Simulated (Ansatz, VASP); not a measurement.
**SnO2 in VASP and in Ansatz**

```
Sn O
1.0
     4.61776    0.00000    0.00000
     0.00000    4.61776    0.00000
     0.00000    0.00000    3.27559
Sn O
2 4
Direct
  0.00000 0.00000 0.00000
  0.50000 0.50000 0.50000
  0.30672 0.30672 0.00000
  0.19328 0.80672 0.50000
  0.80672 0.19328 0.50000
  0.69328 0.69328 0.00000
```

Change from the starting cell: epitaxial_xy strain -3.0%.

Alike in both runs: task single point; functional r2SCAN; k mesh 6 × 6 × 8; no spin polarisation.

|  | VASP | Ansatz |
| --- | --- | --- |
| version | VASP 6.6.1 | Ansatz 0.2.0 |
| potentials or method | VASP PAW PBE potentials, release 64 (Sn_d, O) | plane waves, PAW |
| plane-wave cutoff (eV) | 520 | 500 |
| occupations | gaussian, width 0.01 eV | fixed |
| valence electrons in the cell | 52 | 52 |

VASP gave:

```
gap on the k mesh at the Fermi level (eV)                     : 2.12
pressure (GPa)                                                : 8.3
traceless stress, the component that is largest in VASP (GPa) : -6.87
```

Task: Which values does Ansatz return?

Result: gap on the k mesh at the Fermi level (eV): 2.09; pressure (GPa): 7.0; traceless stress, the component that is largest in VASP (GPa): -7.04.

VASP's potentials were made for PBE, not for r2SCAN.
